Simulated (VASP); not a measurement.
# Si (R-3m) in VASP: single point with r2SCAN

Aim: the single point of Si with r2SCAN.

All numbers are computed with VASP 6.6.1; they aren't measurements. Logs are shortened: lines on timing, memory, paths and dates and some standing lists are left out, and cuts for length are marked.

## 1. The cell of the first run

The structure is trigonal, space group R-3m (No. 166). Conventional cell: a = 3.799 Å, b = 3.799 Å, c = 10.159 Å, α = 90.00°, β = 90.00°, γ = 120.00°. Si (site symmetry 3m) has 4 Si at 2.37 to 2.49 Å within 3.1 Å.

## 2. Single point, r2SCAN

POSCAR reads:

```
Si
1.0
    0.1643168383      2.8505816382      2.8505816382
    2.8505816382      0.1643168383      2.8505816382
    2.8505816382      2.8505816382      0.1643168383
Si
2
Direct
    0.0026806149      0.0026806149      0.0026806149
    0.2473193851      0.2473193851      0.2473193851
```

INCAR.step1 reads:

```
SYSTEM = Si
ALGO = Normal
EDIFF = 1E-4
ENCUT = 520
GGA = PE
ISMEAR = 0
LASPH = .TRUE.
LCHARG = .FALSE.
LREAL = .FALSE.
LWAVE = .TRUE.
NBANDS = 11
NELM = 60
PREC = Accurate
SIGMA = 0.01
```

INCAR.step2 reads:

```
SYSTEM = Si
ALGO = Normal
EDIFF = 1E-7
ENCUT = 520
ISIF = 2
ISMEAR = 0
ISTART = 1
LASPH = .TRUE.
LCHARG = .FALSE.
LMIXTAU = .TRUE.
LREAL = .FALSE.
LWAVE = .FALSE.
METAGGA = R2SCAN
NBANDS = 11
NELM = 60
PREC = Accurate
SIGMA = 0.01
```

KPOINTS reads:

```
k-points
0
G
  10 10 10
  0 0 0
```

Potentials or basis: VASP PAW PBE potentials, release 64 (Si).

Command:

```console
cat potpaw_PBE.64/Si/POTCAR > POTCAR
cp INCAR.step1 INCAR
mpirun -np 1 vasp_std > vasp.out
cp INCAR.step2 INCAR
mpirun -np 1 vasp_std > vasp.out
```

OUTCAR:

```text
SYSTEM = Si
   EDIFF = 1E-7
   ENCUT = 520
   ISIF = 2
   ISMEAR = 0
   ISTART = 1
   LASPH = .TRUE.
   LREAL = .FALSE.
   METAGGA = R2SCAN
   NELM = 60
   PREC = Accurate

 ion  position               nearest neighbor table
   1  0.003  0.003  0.003-   2 2.37   2 2.37   2 2.37   2 2.49
   2  0.247  0.247  0.247-   1 2.37   1 2.37   1 2.37   1 2.49

  LATTYP: Found a trigonal (rhomboedric) cell.
 ALAT       =     4.0346785963
 COS(alpha) =     0.5567183500

  Lattice vectors:

 A1 = (   0.1643168383,   2.8505816382,   2.8505816382)
 A2 = (   2.8505816382,   0.1643168383,   2.8505816382)
 A3 = (   2.8505816382,   2.8505816382,   0.1643168383)

Analysis of symmetry for initial positions (statically):
=====================================================================
 Subroutine PRICEL returns:
 Original cell was already a primitive cell.

 Routine SETGRP: Setting up the symmetry group for a
 trigonal (rhombohedral) supercell.

 Subroutine GETGRP returns: Found 12 space group operations
 (whereof  6 operations were pure point group operations)
 out of a pool of 12 trial point group operations.

The static configuration has the point symmetry C_3v.
 The point group associated with its full space group is D_3d.

Analysis of symmetry for dynamics (positions and initial velocities):
=====================================================================
 Subroutine PRICEL returns:
 Original cell was already a primitive cell.

 Routine SETGRP: Setting up the symmetry group for a
 trigonal (rhombohedral) supercell.

 Subroutine GETGRP returns: Found 12 space group operations
 (whereof  6 operations were pure point group operations)
 out of a pool of 12 trial point group operations.

The dynamic configuration has the point symmetry C_3v.
 The point group associated with its full space group is D_3d.

 Subroutine INISYM returns: Found 12 space group operations
 (whereof  6 operations are pure point group operations),
 and found     1 'primitive' translations

----------------------------------------------------------------------------------------

                                     Primitive cell

  volume of cell :      42.3254

  direct lattice vectors                    reciprocal lattice vectors
     0.164316838  2.850581638  2.850581638    -0.191346404  0.180917716  0.180917716
     2.850581638  0.164316838  2.850581638     0.180917716 -0.191346404  0.180917716
     2.850581638  2.850581638  0.164316838     0.180917716  0.180917716 -0.191346404

  length of vectors
     4.034678596  4.034678596  4.034678596     0.319493170  0.319493170  0.319493170

  position of ions in fractional coordinates (direct lattice)
     0.002680615  0.002680615  0.002680615
     0.247319385  0.247319385  0.247319385

  ion indices of the primitive-cell ions
   primitive index   ion index
                 1           1
                 2           2

----------------------------------------------------------------------------------------

 KPOINTS: k-points

Automatic generation of k-mesh.
 Grid dimensions read from file:
 generate k-points for:   10   10   10

 Generating k-lattice:

  Cartesian coordinates                     Fractional coordinates (reciprocal lattice)
    -0.019134640  0.018091772  0.018091772     0.100000000 -0.000000000 -0.000000000
     0.018091772 -0.019134640  0.018091772    -0.000000000  0.100000000 -0.000000000
     0.018091772  0.018091772 -0.019134640    -0.000000000 -0.000000000  0.100000000

  Length of vectors
     0.031949317  0.031949317  0.031949317

  Shift w.r.t. Gamma in fractional coordinates (k-lattice)
     0.000000000  0.000000000  0.000000000

 Subroutine IBZKPT returns following result:
 ===========================================

 Found    116 irreducible k-points:

 Following reciprocal coordinates:
            Coordinates               Weight
  0.000000  0.000000  0.000000      1.000000
  0.100000  0.000000  0.000000      6.000000
  0.200000  0.000000  0.000000      6.000000
  0.300000  0.000000 -0.000000      6.000000
  0.400000  0.000000 -0.000000      6.000000
  0.500000 -0.000000 -0.000000      3.000000
[... 16 lines left out ...]
  0.300000  0.300000  0.000000      6.000000
  0.400000  0.300000 -0.000000     12.000000
 [... further k-points ...]
   k-points           NKPTS =    116   k-points in BZ     NKDIM =    116   number of bands    NBANDS=     11
   number of dos      NEDOS =    301   number of ions     NIONS =      2
   total plane-waves  NPLWV =  27000
   dimension x,y,z NGX =    30 NGY =   30 NGZ =   30
   dimension x,y,z NGXF=    60 NGYF=   60 NGZF=   60
   ions per type =               2
   NGX,Y,Z   is equivalent  to a cutoff of  12.36, 12.36, 12.36 a.u.
   NGXF,Y,Z  is equivalent  to a cutoff of  24.72, 24.72, 24.72 a.u.
 SYSTEM =  Si
   PREC   = accura    normal or accurate (medium, high low for compatibility)
   ISTART =      1    job   : 0-new  1-cont  2-samecut
   ICHARG =      0    charge: 1-file 2-atom 10-const
   ISPIN  =      1    spin polarized calculation?
   LNONCOLLINEAR =      F non collinear calculations
   LSORBIT =      F    spin-orbit coupling
   LASPH  =      T    aspherical Exc in radial PAW
   ENCUT  =  520.0 eV  38.22 Ry    6.18 a.u.   7.50  7.50  7.50*2*pi/ulx,y,z
   NELM   =     60;   NELMIN=  2; NELMDL=  0     # of ELM steps
   EDIFF  = 0.1E-06   stopping-criterion for ELM
   LREAL  =      F    real-space projection
   EDIFFG = 0.1E-05   stopping-criterion for IOM
   NSW    =      0    number of steps for IOM
   IBRION =     -1    ionic relax: 0-MD 1-quasi-New 2-CG
   NFREE  =      0    steps in history (QN), initial steepest desc. (CG)
   ISIF   =      2    stress and relaxation
   ISYM   =      2    0-nonsym 1-usesym 2-fastsym
   POTIM  = 0.5000    time-step for ionic-motion
   TEBEG  =    0.0;   TEEND  =   0.0 temperature during run
   PSTRESS=    0.0 pullay stress
   NELECT =       8.0000    total number of electrons
   NUPDOWN=      -1.0000    fix difference up-down
   EMIN   =  10.00;   EMAX   =-10.00  energy-range for DOS
   EFERMI =   0.00;   METHOD = LEGACY
   ISMEAR =     0;   SIGMA  =   0.01  broadening in eV -4-tet -1-fermi 0-gaus
   EFERMI_NEDOS =   21; number of points for ismear=-14 and -15
   IALGO  =     38    algorithm
   IMIX   =      4    mixing-type and parameters
     AMIX     =   0.40;   BMIX     =  1.00
     AMIX_MAG =   1.60;   BMIX_MAG =  1.00
  volume/ion in A,a.u.               =      21.16       142.81
  Fermi-wavevector in a.u.,A,eV,Ry     =   0.939517  1.775429 12.009744  0.882691
  Thomas-Fermi vector in A             =   2.066836
   LORBIT       =      0    0 simple, 1 ext, 2 COOP (PROOUT), +10 PAW based schemes
   METAGGA = R2SCAN    functional components
   LHFCALC =     F    Hartree Fock is set to
   AEXX    =    0.0000 exact exchange contribution
   IVDW    =     0    specifies the selected vdW correction
   LEPSILON=     F    determine dielectric tensor
   LRPA    =     F    only Hartree local field effects (RPA)
 non-spin polarized calculation
 Gauss-broadening in eV      SIGMA  =   0.01
  energy-cutoff  :      520.00
  volume of cell :       42.33
 maximum number of plane-waves:      1165
 NGX is ok and might be reduce to    30
   NGX = 15   NGY = 15   NGZ = 15

 number of electron       8.0000000 magnetization

 Free energy of the ion-electron system (eV)
  ---------------------------------------------------
  ext. energy  EPLUGINS =         0.00000000
  ---------------------------------------------------
  free energy    TOTEN  =       -17.41347482 eV

  energy without entropy =      -17.41347482  energy(sigma->0) =      -17.41347482

 E-fermi :   5.5873     XC(G=0):  -9.6393

 val. band max:        5.4580906588   @ k =   0.0000   0.0000   0.0000
 cond. band min:       5.8130786073   @ k =   0.5000   0.5000  -0.0000
 fundamental gap:      0.3549879485
 Fermi energy:         5.5872588054

 k-point     1 :       0.0000    0.0000    0.0000
  band No.  band energies     occupation
      1      -6.9540      2.00000
      2       4.7035      2.00000
      3       5.4581      2.00000
      4       5.4581      2.00000
      5       6.6791      0.00000
      6       8.2950      0.00000
      7       8.2950      0.00000
      8       9.1283      0.00000
      9      13.3475      0.00000
     10      13.3475      0.00000
     11      13.7511      0.00000

 k-point     2 :       0.1000    0.0000    0.0000
  band No.  band energies     occupation
      1      -6.8157      2.00000
      2       4.1809      2.00000
      3       4.6536      2.00000
      4       5.2188      2.00000
      5       6.9389      0.00000
      6       8.3011      0.00000
      7       8.6134      0.00000
      8      10.0400      0.00000
      9      12.8670      0.00000
     10      13.0478      0.00000
     11      14.3529      0.00000

 k-point     3 :       0.2000    0.0000    0.0000
  band No.  band energies     occupation
      1      -6.4072      2.00000
      2       2.3546      2.00000
      3       4.2190      2.00000
      4       4.7589      2.00000
      5       7.0930      0.00000
      6       8.3926      0.00000
      7       9.1218      0.00000
      8      11.4871      0.00000
      9      12.5736      0.00000
     10      12.8941      0.00000
     11      14.8650      0.00000
[... 267 lines left out ...]
 k-point    23 :       0.3000    0.3000    0.0000
  band No.  band energies     occupation
      1      -5.3930      2.00000
      2       0.6610      2.00000
      3       2.6434      2.00000
      4       3.3216      2.00000
      5       6.2836      0.00000
      6       8.0222      0.00000
      7      11.6472      0.00000
      8      12.1469      0.00000
      9      14.7610      0.00000
     10      15.1371      0.00000
     11      18.0474      0.00000

 k-point    24 :       0.4000    0.3000   -0.0000
  band No.  band energies     occupation
      1      -4.7671      2.00000
      2      -0.3121      2.00000
      3       2.4397      2.00000
      4       2.6024      2.00000
      5       6.3131      0.00000
      6       8.0937      0.00000
      7      11.9524      0.00000
      8      12.7499      0.00000
      9      15.4300      0.00000
     10      16.8761      0.00000
     11      17.2401      0.00000

 [... further k-points ...]

------------------------ aborting loop because EDIFF is reached ----------------------------------------

  FORCE on cell =-STRESS in cart. coord.  units (eV):
  Direction    XX          YY          ZZ          XY          YZ          ZX
  --------------------------------------------------------------------------------------
  -------------------------------------------------------------------------------------
  Total       -1.1134072     -1.1134072     -1.1134072     -1.2018786     -1.2018786     -1.2018786
  in kB      -42.1466839    -42.1466839    -42.1466839    -45.4956608    -45.4956608    -45.4956608
  external PRESSURE =     -42.1466839 kB  Pullay stress =       0.0000000 kB

 VOLUME and BASIS-vectors are now :
 -----------------------------------------------------------------------------
  energy-cutoff  :      520.00
  volume of cell :       42.33
      direct lattice vectors                 reciprocal lattice vectors
     0.164316838  2.850581638  2.850581638    -0.191346404  0.180917716  0.180917716
     2.850581638  0.164316838  2.850581638     0.180917716 -0.191346404  0.180917716
     2.850581638  2.850581638  0.164316838     0.180917716  0.180917716 -0.191346404

 POSITION                                       TOTAL-FORCE (eV/Angst)
 -----------------------------------------------------------------------------------
      0.01572      0.01572      0.01572        -0.032020     -0.032020     -0.032020
      1.45065      1.45065      1.45065         0.032020      0.032020      0.032020
 -----------------------------------------------------------------------------------
    total drift:                               -0.000000     -0.000000      0.000000

  FREE ENERGIE OF THE ION-ELECTRON SYSTEM (eV)
  ---------------------------------------------------
  free  energy   TOTEN  =       -17.4134748188 eV

  energy  without entropy=      -17.4134748188  energy(sigma->0) =      -17.41347482
```

Wall time 2.8 min (1 thread of Intel Xeon 8259CL, shared host); peak memory 0.19 GiB.

What came out:

* Free energy: -17.4135 eV
* Pressure: -4.2 GPa
* Largest force: 0.055 eV/Å
* Band gap on the k mesh: 0.35 eV (least direct gap 1.22 eV)

Forces in eV/Å, atoms in the order of the input:
```
Si  -0.032 -0.032 -0.032
Si   0.032  0.032  0.032
```

Caveat: the cell stands under tension; the PAW data sets were made with another functional, which shifts forces and pressure a little.
